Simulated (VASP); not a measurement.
Set up this calculation in VASP 6.6.1, as the native input.

- Task: single point
- Functional: PBEsol
- Potentials or basis: VASP PAW PBE potentials, release 64 (Al, O)
- Cutoff: 520 eV
- k mesh: 6 × 6 × 6
- Occupations: gaussian, width 0.05 eV
- Spin: no spin polarisation
- Dipole correction: no
- Further INCAR settings: ALGO = Normal; EDIFF = 1e-06; NBANDS = 35

The structure of Al2O3 lies in POSCAR:

```
Al2O3
1.0
    2.5709366441      1.4843309635      3.7381418805
   -2.5709366441      1.4843309635      3.7381418805
    0.0000000000     -2.9686619271      3.7381418805
Al O
4 6
Direct
    0.8597195797      0.8597195797      0.8597195797
    0.6402804203      0.6402804203      0.6402804203
    0.1402804203      0.1402804203      0.1402804203
    0.3597195797      0.3597195797      0.3597195797
    0.0558571577      0.4441428423      0.7500000000
    0.7500000000      0.0558571577      0.4441428423
    0.4441428423      0.7500000000      0.0558571577
    0.9441428423      0.5558571577      0.2500000000
    0.2500000000      0.9441428423      0.5558571577
    0.5558571577      0.2500000000      0.9441428423
```

This cell differs from its parent crystal: c/a of the conventional cell at fixed volume 2.1810.

The input as run:

INCAR

```
SYSTEM = Al2O3
  PREC = Accurate
  ENCUT = 520
  EDIFF = 1E-6
  ISMEAR = 0
  SIGMA = 0.05
  LREAL = .False.
  LASPH = .True.
  NELM = 80
  ALGO = Normal
  ISIF = 2
  LWAVE = .False.
  LCHARG = .True.
  GGA = PS
  LELF = .True.
  LVHAR = .True.
  NBANDS = 35
```

KPOINTS

```
regular mesh
0
Gamma
  6 6 6
  0 0 0
```

Potentials or basis: VASP PAW PBE potentials, release 64 (Al, O).

Command:

```bash
$ cat potpaw_PBE.64/Al/POTCAR potpaw_PBE.64/O/POTCAR > POTCAR
$ mpirun -np 1 vasp_std > vasp.out
```

Results of the run:

```json
{
  "Pressure": "-1.9 GPa",
  "Largest force": "0.346 eV/Å",
  "Band gap on the k mesh": "3.39 eV, direct"
}
```

Caveat: the PAW data sets were made with another functional, which shifts forces and pressure a little.

Run time: 74 s on 1 thread of Intel Xeon 6975P-C, with other jobs on the host, peak memory 0.23 GiB.
